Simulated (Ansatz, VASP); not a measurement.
# ZnS3: VASP beside Ansatz

```
Zn S
1.0
     0.00000    3.49695    3.49695
     3.49695    0.00000    3.49695
     3.49695    3.49695    0.00000
Zn S
1 3
Direct
  0.00000 0.00000 0.00000
  0.50000 0.50000 0.50000
  0.25000 0.25000 0.25000
  0.75000 0.75000 0.75000
```

Alike in both runs: task single point; functional PBE; k mesh 4 × 4 × 4; occupations gaussian, width 0.1 eV; no spin polarisation.

|  | VASP | Ansatz |
| --- | --- | --- |
| version | VASP 6.6.1 | Ansatz 0.2.0 |
| potentials or method | VASP PAW PBE potentials, release 64 (Zn, S), cutoff 520 eV | scalar-relativistic, plane waves, PAW |
| valence electrons in the cell | 30 | 30 |

```csv
,VASP,Ansatz,Ansatz less VASP
gap on the k mesh at the Fermi level (eV),none,none,-
pressure (GPa),-10.7,-10.7,+0.02
```

A gap of «none» marks a metal or a gap that the smearing closes. The functional is the same, so the differences come from potentials, cutoffs and numerics.

The k mesh is coarse, so the values compare programs but aren't converged.
